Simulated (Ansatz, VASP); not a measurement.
# Ni: VASP beside Ansatz

Contents of INCAR:

```
SYSTEM = Ni
  PREC = Accurate
  ENCUT = 600
  EDIFF = 1E-7
  ISMEAR = -1
  SIGMA = 0.05
  LREAL = .FALSE.
  LASPH = .TRUE.
  NELM = 150
  ALGO = Normal
  ISIF = 3
  LWAVE = .FALSE.
  LCHARG = .FALSE.
  ISPIN = 2
  MAGMOM = 0.8 0.8
  LORBIT = 11
  LMAXMIX = 4
  GGA = RP
  IBRION = 2
  NSW = 80
  EDIFFG = -0.01
```

File KPOINTS:

```
Automatic mesh
0
G
  14 14 8
  0 0 0
```

The input POSCAR:

```
Ni
1.0
    2.4917559660      0.0000000000      0.0000000000
   -1.2458779830      2.1579239666      0.0000000000
    0.0000000000      0.0000000000      4.0690374925
Ni
2
Direct
    0.3333333333      0.6666666667      0.2500000000
    0.6666666667      0.3333333333      0.7500000000
```

Input for Ansatz:

```yaml
crystal:
  lattice:
    - [2.491755966, 0.0, 0.0]
    - [-1.245877983, 2.1579239666, 0.0]
    - [0.0, 0.0, 4.0690374925]
  atoms:
    - { symbol: Ni, position: [0.3333333333, 0.6666666667, 0.25], spin: 0.8 }
    - { symbol: Ni, position: [0.6666666667, 0.3333333333, 0.75], spin: 0.8 }
hamiltonian:
  xc: rpbe
  pseudopotentials:
    kind: paw
    azcp:
      Ni: "pseudopotentials/Ni.paw.azcp"
basis:
  ecutwfc: 420
  fft_grid_basis: typed
kpoints:
  mp_grid: { grid: [14, 14, 8], shift: [0, 0, 0] }
magnetization:
  spin_polarized: true
scf:
  occupations: { method: fermi_dirac, width: 0.05 }
relax:
  max_steps: 60
  f_tol: 0.01
  cell: {}
```

Alike in both runs: task relaxation of cell and atoms; functional RPBE; k mesh 14 × 14 × 8; occupations fermi-dirac, width 0.05 eV; collinear spin.

|  | VASP | Ansatz |
| --- | --- | --- |
| version | VASP 6.6.1 | Ansatz 0.2.0 |
| potentials or method | VASP PAW PBE potentials, release 64 (Ni), cutoff 600 eV | plane waves (420 eV) with PAW, scalar-relativistic |
| valence electrons in the cell | 20 | 36 |

|  | VASP | Ansatz | Ansatz less VASP |
| --- | --- | --- | --- |
| net moment per atom (μB) | 0.67 | 0.70 | +0.029 |
| size of the moment on the site where the two differ most (μB) | 0.68 | 0.74 | +0.055 |
| relaxed volume (Å³/atom) | 11.26 | 11.26 | +0.002 |
| relaxed cell length with the largest relative difference (Å) | 4.117 | 4.116 | -0.0012 |

VASP's potentials were made for PBE, not for RPBE. Site moments also hang on the region over which each program counts them. VASP's potentials hold 20 valence electrons a cell and Ansatz's 36, so a difference there can come from the potentials and not from the codes.
